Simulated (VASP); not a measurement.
Wanted: the native input for a VASP 6.6.1 run.

```
Task                   : single point
Functional             : PBEsol
Potentials or basis    : VASP PAW PBE potentials, release 64 (Zr_sv, C)
Cutoff                 : 520 eV
k mesh                 : 15 × 15 × 8
Occupations            : gaussian, width 0.1 eV
Spin                   : no spin polarisation
Dipole correction      : no
Further INCAR settings : ALGO = Normal; EDIFF = 1e-07; NBANDS = 24
```

The structure of ZrC lies in POSCAR:

```
ZrC
1.0
    3.4479782665      0.0000000000      0.0000000000
   -1.7239891332      2.9860367705      0.0000000000
    0.0000000000      0.0000000000      5.0607821030
Zr C
2 2
Direct
    0.3333333300      0.6666666700      0.2500000000
    0.6666666700      0.3333333300      0.7500000000
    0.0000000000      0.0000000000      0.0000000000
    0.0000000000      0.0000000000      0.5000000000
```

This cell differs from its parent crystal: strained.

These files were run (other wordings do the same):

INCAR

```
SYSTEM = ZrC
PREC     = Accurate       ! precision mode
ENCUT    = 520            ! plane-wave cutoff, eV
EDIFF    = 1E-7           ! SCF threshold, eV
ISMEAR   = 0              ! smearing method
SIGMA    = 0.1            ! smearing width, eV
LREAL    = .FALSE.        ! projectors in reciprocal space
LASPH    = .TRUE.         ! aspherical terms in the spheres
NELM     = 60             ! most SCF steps
ALGO     = Normal         ! electronic algorithm
ISIF     = 2              ! what is computed and relaxed
LWAVE    = .FALSE.        ! write WAVECAR
LCHARG   = .FALSE.        ! write CHGCAR
GGA      = PS             ! functional
NBANDS   = 24             ! bands
```

KPOINTS

```
Automatic mesh
0
G
  15 15 8
  0 0 0
```

Potentials or basis: VASP PAW PBE potentials, release 64 (Zr_sv, C).

Launch:

```bash
$ cat potpaw_PBE.64/Zr_sv/POTCAR potpaw_PBE.64/C/POTCAR > POTCAR
$ mpirun -np 1 vasp_std > vasp.out
```

It gave:

* Pressure: -5.6 GPa
* Band gap on the k mesh: zero (band 16 reaches 10.89 eV, above the bottom of band 17 at 9.67 eV)

Caveat: the cell differs from its parent crystal (strained); the PAW data sets were made with another functional, which shifts forces and pressure a little.

Wall time 110 s on 1 thread of Intel(R) Xeon(R) Platinum 8488C (Sapphire Rapids), on a shared host, peak memory 0.27 GiB.
